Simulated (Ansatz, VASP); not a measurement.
Two plane-wave programs on Ta

```xyz
1
Lattice="-1.6264 1.6264 1.6264 1.6264 -1.6264 1.6264 1.6264 1.6264 -1.6264" Properties=species:S:1:pos:R:3 pbc="T T T"
Ta    0.0000    0.0000    0.0000
```

Alike in both runs: functional LDA; k mesh 18 × 18 × 18; occupations gaussian, width 0.1 eV; no spin polarisation.

Ansatz relaxed the structure, and its values are those at the end. VASP's run is a single point on that final structure, the one shown.

|  | VASP | Ansatz |
| --- | --- | --- |
| version | VASP 6.6.1 | Ansatz 0.2.0 |
| potentials or method | VASP PAW LDA potentials, release 64 (Ta_pv), cutoff 520 eV | scalar-relativistic, plane waves, PAW |
| valence electrons in the cell | 11 | 13 |

VASP gave:

```
gap on the k mesh at the Fermi level (eV) : none
pressure (GPa)                            : 0.9
```

Task: What did Ansatz give for the same quantities?

Result: gap on the k mesh at the Fermi level (eV): none; pressure (GPa): 0.0.

LDA's correlation is that of Perdew and Zunger in VASP and of Perdew and Wang (1992) in Ansatz. A gap of «none» marks a metal or a gap that the smearing closes. VASP's potentials hold 11 valence electrons a cell and Ansatz's 13, so a difference there can come from the potentials and not from the codes.

Neither program's run includes spin-orbit coupling.
